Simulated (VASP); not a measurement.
Set up this calculation in VASP 6.6.1, as the native input.

- Task: single point
- Functional: LDA
- Potentials or basis: VASP PAW LDA potentials, release 64 (C, F)
- Cutoff: 520 eV
- k mesh: 2 × 2 × 1
- Occupations: fermi-dirac, width 0.05 eV
- Spin: collinear spin, zero start
- Starting moments: [0.0, 0.0, 0.0, 0.0, 0.0, 0.0, 0.0, 0.0, 0.0, 0.0, 0.0, 0.0, 0.0, 0.0, 0.0, 0.0, 0.0, 0.0, 0.0] μB
- Dipole correction: no
- Further INCAR settings: LREAL = Auto; ALGO = Normal; EDIFF = 1e-07; NBANDS = 58

The structure of C18F lies in POSCAR:

```
C18F
1.0
    7.3980000000      0.0000000000      0.0000000000
   -3.6990000000      6.4068560000      0.0000000000
    0.0000000000      0.0000000000     11.0000000000
C F
18 1
Direct
    0.0081828949      0.0061616805      0.0855204545
    0.2305638929      0.1179690944      0.0857247273
    0.0039294173      0.3375711894      0.0851355455
    0.2266531349      0.4489345476      0.1090267273
    0.0081822121      0.6732311449      0.0855205455
    0.2305645427      0.7837922376      0.0857127273
    0.3415622411      0.0063794161      0.0841610909
    0.5633812329      0.1172904464      0.0842794545
    0.3417600528      0.3391462209      0.0902399091
    0.5628580600      0.4507466689      0.0863735455
    0.3417637990      0.6738225426      0.0902117273
    0.5628567347      0.7833082248      0.0863521818
    0.6741528709      0.0058799511      0.0836835455
    0.8963156618      0.1172277011      0.0834924545
    0.6741509486      0.3394697805      0.0836924545
    0.8963169629      0.4502976187      0.0834948182
    0.6756034394      0.6734031481      0.0864616364
    0.8973731152      0.7842882687      0.0855204545
    0.1705381463      0.4210562872      0.2599414545
```

The input as run:

INCAR

```
SYSTEM = C18F
PREC     = Accurate       ! precision mode
ENCUT    = 520            ! plane-wave cutoff, eV
EDIFF    = 1E-7           ! SCF threshold, eV
ISMEAR   = -1             ! smearing method
SIGMA    = 0.05           ! smearing width, eV
LREAL    = Auto         
LASPH    = .True.         ! aspherical terms in the spheres
NELM     = 150            ! most SCF steps
ALGO     = Normal         ! electronic algorithm
ISIF     = 2              ! what is computed and relaxed
LWAVE    = .False.        ! write WAVECAR
LCHARG   = .False.        ! write CHGCAR
ISPIN    = 2              ! spin polarisation
MAGMOM   = 0 0 0 0 0 0 0 0 0 0 0 0 0 0 0 0 0 0 0 ! initial moments
LORBIT   = 11             ! projections on sites
GGA      = CA             ! functional
NBANDS   = 58             ! bands
```

KPOINTS

```
regular mesh
0
Gamma
  2 2 1
  0 0 0
```

Potentials or basis: VASP PAW LDA potentials, release 64 (C, F).

Run with:

```bash
$ cat potpaw_LDA.64/C/POTCAR potpaw_LDA.64/F/POTCAR > POTCAR
$ mpirun -np 1 vasp_std > vasp.out
```

Results of the run:

```
Largest force                                         : 0.760 eV/Å
Net moment                                            : 0.00 μB per cell
Valence electrons inside the program's atomic spheres : C 2.64, 2.53, 2.65 (each value once); F 6.00
```

Caveat: the k points lie up to 0.49 Å⁻¹ apart.

Wall time 4.6 min on 1 thread of Intel(R) Xeon(R) 6975P-C (Granite Rapids), with other jobs on the host, peak memory 0.53 GiB.
